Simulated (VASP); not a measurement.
## MoAu6: relaxation of cell and atoms with PBE

The system is MoAu6.

```
CELL_PARAMETERS angstrom
6.45193 0.00000 0.00000
0.00000 6.45193 0.00000
0.00000 0.00000 6.45193
ATOMIC_POSITIONS crystal
Mo 0.00000 0.00000 0.00000
Au 0.80262 0.50000 0.50000
Au 0.19738 0.50000 0.50000
Au 0.50000 0.50000 0.80262
Au 0.50000 0.50000 0.19738
Au 0.50000 0.19738 0.50000
Au 0.50000 0.80262 0.50000
```

The cell was generated, and may not be a known phase.

```
Program                : VASP 6.6.1
Task                   : relaxation of cell and atoms
Functional             : PBE
Potentials or basis    : VASP PAW PBE potentials, release 64 (Mo_sv, Au)
Cutoff                 : 600 eV
k mesh                 : 6 × 6 × 6
Occupations            : gaussian, width 0.1 eV
Spin                   : no spin polarisation
Dipole correction      : no
Further INCAR settings : ALGO = Normal; EDIFF = 1e-07; IBRION = 2; EDIFFG = -0.01; NSW = 100; ISIF = 3
```

```yaml
Relaxed_volume: 38.30 Å³/atom
Relaxed_cell: a = 6.448 Å, b = 6.448 Å, c = 6.448 Å, α = 90.00°, β = 90.00°, γ = 90.00°
Space_group_after_relaxing_to_0.1_Å: Pm-3m (No. 221)
Energy_gained_by_relaxing: 0.0 meV/atom
Ionic_steps: 3
Pressure_after_relaxing: 0.0 GPa
Largest_force_after_relaxing: 0.007 eV/Å
Band_gap_on_the_k_mesh: zero (bands 40 and 41 overlap by 0.06 eV)
```

Forces in eV/Å, atoms in the order of the input:
```
Mo   0.000  0.000  0.000
Au   0.007  0.000  0.000
Au  -0.007  0.000  0.000
Au   0.000  0.000  0.007
Au   0.000  0.000 -0.007
Au   0.000 -0.007  0.000
Au   0.000  0.007  0.000
```

Step by step:
```tsv
step	energy change (eV)	largest force (eV/Å)	pressure (GPa)	volume (Å³)
1	0.0000	0.0201	-0.09	268.58
2	-0.0001	0.0238	0.04	267.76
3	-0.0002	0.0066	-0.01	268.07
```

Final structure:
```xyz
7
Lattice="6.4479 0.0000 0.0000 0.0000 6.4479 0.0000 0.0000 0.0000 6.4479" Properties=species:S:1:pos:R:3 pbc="T T T"
Mo    0.0000    0.0000    0.0000
Au    5.1746    3.2240    3.2240
Au    1.2733    3.2240    3.2240
Au    3.2240    3.2240    5.1746
Au    3.2240    3.2240    1.2733
Au    3.2240    1.2733    3.2240
Au    3.2240    5.1746    3.2240
```

Levels at points of the mesh, in eV from the Fermi level:
```tsv
k point	band 38	band 39	band 40	band 41	band 42	band 43
(0.00, 0.00, 0.00)	0.01	0.01	0.01	0.11	0.27	0.27
(0.50, 0.00, 0.00)	-0.05	-0.04	0.01	0.01	0.02	0.75
(0.50, 0.50, 0.00)	-0.20	-0.10	-0.03	-0.03	0.02	0.17
(0.50, 0.50, 0.50)	-1.09	0.03	0.03	0.15	0.15	0.15
```

It took 21 min on 1 thread of AMD EPYC 7R43 64-Core Processor (Zen 3) (shared host), peak memory 0.55 GiB.

Caveat: spin-orbit coupling is left out, which moves the levels of the heavy elements.
